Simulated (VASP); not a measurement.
# HfC: single point with LDA

The system is HfC.

```
CELL_PARAMETERS angstrom
3.34287 0.00000 0.00000
-1.67143 2.89501 0.00000
0.00000 0.00000 5.20271
ATOMIC_POSITIONS crystal
Hf 0.66667 0.33333 0.75000
Hf 0.33333 0.66667 0.25000
C 0.00000 0.00000 0.00000
C 0.00000 0.00000 0.50000
```

| Quantity | Value |
| --- | --- |
| Program | VASP 6.6.1 |
| Task | single point |
| Functional | LDA |
| Potentials or basis | VASP PAW LDA potentials, release 64 (Hf_pv, C) |
| Cutoff | 520 eV |
| k mesh | 9 × 9 × 5 |
| Occupations | fermi-dirac, width 0.1 eV |
| Spin | no spin polarisation |
| Dipole correction | no |
| Further INCAR settings | ALGO = Normal; EDIFF = 1e-06; NBANDS = 22 |

```
Pressure               : -12.4 GPa
Band gap on the k mesh : zero (band 14 reaches 7.27 eV, above the bottom of band 15 at 6.21 eV)
```

Stress tensor (GPa, compression positive):
```
-13.37   0.00   0.00
  0.00 -13.37   0.00
  0.00   0.00 -10.32
```

Levels at points of the mesh, in eV from the Fermi level:
```csv
k point,band 11,band 12,band 13,band 14,band 15,band 16,band 17,band 18
"(0.00, 0.00, 0.00)",-3.06,-1.16,-1.16,1.01,1.42,1.42,1.89,1.89
```

Run time: 68 s on 1 thread of Intel Xeon 8259CL (shared host), peak memory 0.18 GiB.

Caveat: spin-orbit coupling is left out, which moves the levels of the heavy elements.
